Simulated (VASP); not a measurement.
Input of a VASP 6.6.1 run:

Contents of INCAR:

```
SYSTEM = SnSe
AGGAC = 1.0
AGGAX = 1.0
ALDAC = 0.0
ALDAX = 1.0
ALGO = Normal
EDIFF = 1E-7
ENCUT = 520
GGA = B5
ISIF = 2
ISMEAR = -1
LASPH = .True.
LCHARG = .False.
LREAL = .False.
LWAVE = .False.
NBANDS = 50
NELM = 60
PREC = Accurate
SIGMA = 0.05
```

Contents of KPOINTS:

```
k-points
0
Gamma
  3 6 6
  0 0 0
```

File POSCAR:

```
SnSe
1.0
   13.6532933171      0.0000000000      0.0000000000
    0.0000000000      4.2733481401      0.0000000000
    0.0000000000      0.0000000000      4.9925066866
Sn Se
4 4
Direct
    0.8572994200      0.7500000000      0.8062490908
    0.6427005800      0.2500000000      0.3062490908
    0.3572994200      0.7500000000      0.6937509092
    0.1427005800      0.2500000000      0.1937509092
    0.6570862894      0.7500000000      0.9310408758
    0.8429137106      0.2500000000      0.4310408758
    0.1570862894      0.7500000000      0.5689591242
    0.3429137106      0.2500000000      0.0689591242
```

Potentials or basis: VASP PAW PBE potentials, release 64 (Sn_d, Se).

The run is started by

```sh
$ cat potpaw_PBE.64/Sn_d/POTCAR potpaw_PBE.64/Se/POTCAR > POTCAR
$ mpirun -np 1 vasp_std > vasp.out
```

Task: What does it give for the band gap on the k mesh?

Result: 1.37 eV (least direct gap 1.43 eV).

Task: Estimate the pressure.

Result: 0.1 GPa.

Task: What does it give for the largest force?

Result: 0.030 eV/Å.

Forces in eV/Å, atoms in the order of the input:
```
Sn   0.024  0.000  0.019
Sn  -0.024  0.000  0.019
Sn   0.024  0.000 -0.019
Sn  -0.024  0.000 -0.019
Se  -0.012  0.000 -0.019
Se   0.012  0.000 -0.019
Se  -0.012  0.000  0.019
Se   0.012  0.000  0.019
```

Caveat: the PAW data sets were made with another functional, which shifts forces and pressure a little; spin-orbit coupling is left out, which moves the levels of the heavy elements; an odd mesh through Γ misses points on the zone boundary, where band edges can lie.

**Experimental background.**

From “Linear dichroism of the optical properties of SnS and SnSe van der Waals crystals”, 2024, arxiv:2409.17412, for a bulk crystal of SnSe at 300 K: band gap 0.89 eV (indirect).

A measured gap of SnSe is 0.89 eV (indirect; 300 K; “Linear dichroism of the optical properties of SnS and SnSe van der Waals crystals”, 2024, arxiv:2409.17412); the calculated 1.37 eV misses it by +0.48 eV. 2 values of this kind are on record (0.89 to 0.99 eV); this one was drawn at random. Spin-orbit coupling on Se, Sn is left out. The value is that of BLYP on a finite k mesh, which can miss the band edges, without temperature or zero-point motion.
